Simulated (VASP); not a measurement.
Input of a VASP 6.6.1 run:

INCAR

```
PREC = Accurate
ENCUT = 520
EDIFF = 1E-6
ISMEAR = -1
SIGMA = 0.05
LREAL = F
LASPH = T
NELM = 100
ALGO = Normal
ISIF = 2
LWAVE = F
LCHARG = F
GGA = CA
NBANDS = 30
```

KPOINTS

```
regular mesh
0
Gamma
  5 5 5
```

The input POSCAR:

```
CsPbBr3
1.0
    5.9472457004      0.0000000000      0.0000000000
    0.0000000000      5.9472457004      0.0000000000
    0.0000000000      0.0000000000      5.9472457004
Pb Cs Br
1 1 3
Direct
    0.5000000000      0.5000000000      0.5000000000
    0.0000000000      0.0000000000      0.0000000000
    0.5000000000      0.5000000000      0.0000000000
    0.5000000000      0.0000000000      0.5000000000
    0.0000000000      0.5000000000      0.5000000000
```

Potentials or basis: VASP PAW LDA potentials, release 64 (Pb_d, Cs_sv, Br).

Launch:

```sh
$ cat potpaw_LDA.64/Pb_d/POTCAR potpaw_LDA.64/Cs_sv/POTCAR potpaw_LDA.64/Br/POTCAR > POTCAR
$ mpirun -np 1 vasp_std > vasp.out
```

Task: Estimate the band gap on the k mesh.

Result: 2.58 eV, direct.

Task: Predict the pressure.

Result: -1.9 GPa.

Caveat: spin-orbit coupling is left out, which moves the levels of the heavy elements. A k mesh can miss the band edges.
